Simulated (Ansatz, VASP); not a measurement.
## Sn2PbO3: VASP beside Ansatz

```
Sn Pb O
1.0
     3.92153    0.00000    0.00000
     0.00000    3.92153    0.00000
     0.00000    0.00000   15.44107
Sn Pb O
4 2 6
Direct
  0.00000 0.00000 0.08167
  0.50000 0.50000 0.25278
  0.50000 0.50000 0.59405
  0.50000 0.50000 0.93384
  0.00000 0.00000 0.40658
  0.00000 0.00000 0.74801
  0.00000 0.50000 0.00421
  0.00000 0.50000 0.32301
  0.00000 0.50000 0.66432
  0.50000 0.00000 0.00421
  0.50000 0.00000 0.32301
  0.50000 0.00000 0.66432
```

Alike in both runs: functional PBE; k mesh 4 × 4 × 2; occupations gaussian, width 0.1 eV; no spin polarisation.

Ansatz relaxed the structure, and its values are those at the end. VASP's run is a single point on that final structure, the one shown.

|  | VASP | Ansatz |
| --- | --- | --- |
| version | VASP 6.6.1 | Ansatz 0.2.0 |
| potentials or method | VASP PAW PBE potentials, release 64 (Sn_d, Pb_d, O), cutoff 520 eV | scalar-relativistic, plane waves, PAW |
| valence electrons in the cell | 120 | 120 |

Ansatz gave:

| Quantity | Value |
| --- | --- |
| gap on the k mesh at the Fermi level (eV) | 0.79 |
| least direct gap on the mesh (eV) | 1.57 |
| pressure (GPa) | 0.2 |
| rms of the force components (eV/Å) | 0.008 |

Question: What did VASP give for the same quantities?

Answer: gap on the k mesh at the Fermi level (eV): 0.80; least direct gap on the mesh (eV): 1.54; pressure (GPa): 0.3; rms of the force components (eV/Å): 0.027.

Spin-orbit coupling is off throughout.
